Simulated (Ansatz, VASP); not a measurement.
# Two plane-wave programs on BN

File INCAR:

```
PREC = Accurate
ENCUT = 520
EDIFF = 1E-6
ISMEAR = 0
SIGMA = 0.02
LREAL = F
LASPH = T
NELM = 150
ALGO = Normal
ISIF = 2
LWAVE = F
LCHARG = T
LNONCOLLINEAR = T
MAGMOM = 0 0 0 0 0 0
LORBIT = 11
LSORBIT = T
GGA_COMPAT = F
LORBMOM = T
LDIPOL = T
IDIPOL = 3
DIPOL = 0.5 0.5 0.500
GGA = PE
IVDW = 12
LVHAR = T
LVACPOTAV = T
NBANDS = 20
```

KPOINTS

```
regular mesh
0
Gamma
  12 12 1
```

The input POSCAR:

```
BN
1.0
    2.5087620658      0.0000000000      0.0000000000
   -1.2543810329      2.1726516810      0.0000000000
    0.0000000000      0.0000000000     26.0000000000
B N
1 1
Direct
    0.0000000000      0.0000000000      0.5000000000
    0.6666666667      0.3333333333      0.5000000000
```

Input for Ansatz:

```yaml
crystal:
  lattice:
    - [2.5087620658, 0.0, 0.0]
    - [-1.2543810329, 2.172651681, 0.0]
    - [0.0, 0.0, 26.0]
  atoms:
    - { symbol: B, position: [0.0, 0.0, 0.5] }
    - { symbol: "N", position: [0.6666666667, 0.3333333333, 0.5] }
  periodic: [true, true, false]
basis:
  ecutwfc: 420
kpoints:
  mp_grid: { grid: [12, 12, 1] }
  band_path:
    path:
      - [0, 0, 0]
      - [0.5, 0, 0]
      - [0.3333333333333, 0.3333333333333, 0]
      - [0, 0, 0]
    npoints: 16
hamiltonian:
  xc: pbe
  dispersion: d3bj
scf:
  occupations: { method: gaussian, width: 0.02 }
output:
  forces: true
  stress: true
  eigenvalues: true
  populations: true
  write_density: true
  write_potential: true
  elf: true
  volumetric_format: npy
magnetization:
  noncollinear: true
  spin_orbit: true
```

Alike in both runs: task single point; functional PBE; dispersion D3(BJ); k mesh 12 × 12 × 1; occupations gaussian, width 0.02 eV; non-collinear spin, spin-orbit coupling.

|  | VASP | Ansatz |
| --- | --- | --- |
| version | VASP 6.6.1 | Ansatz 0.2.0 |
| potentials or method | VASP PAW PBE potentials, release 64 (B, N), cutoff 520 eV | plane waves, PAW |
| valence electrons in the cell | 8 | 8 |

|  | VASP | Ansatz | Ansatz less VASP |
| --- | --- | --- | --- |
| net moment per atom (μB) | 0.00 | 0.00 | 0.000 |

Ansatz's warnings: xc potential rough in thin density.
